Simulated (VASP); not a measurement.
The system is Ti.

```
Ti
1.0
     2.91013    0.00000    0.00000
    -1.45507    2.52025    0.00000
     0.00000    0.00000    4.61675
Ti
2
Cartesian
  1.4551 0.8401 3.4626
  0.0000 1.6802 1.1542
```

Base run:

- Program: VASP 6.6.1
- Functional: LDA
- Potentials or basis: VASP PAW LDA potentials, release 64 (Ti_sv)
- Cutoff: 520 eV
- k mesh: 10 × 10 × 6
- Occupations: fermi-dirac, width 0.05 eV
- Spin: no spin polarisation

Its results: band gap on the k mesh zero (band 12 reaches 9.13 eV, above the bottom of band 13 at 8.18 eV); pressure -5.9 GPa.

Problem. The run is repeated on the same cell with these changes: functional from LDA to PBEsol; potentials or basis from VASP PAW LDA potentials, release 64 (Ti_sv) to VASP PAW PBE potentials, release 64 (Ti_sv). What comes out?

Solution. Band gap on the k mesh zero (band 12 reaches 9.27 eV, above the bottom of band 13 at 8.27 eV); pressure -1.6 GPa.

Caveats: the PAW data sets were made with another functional, which shifts forces and pressure a little (some runs).
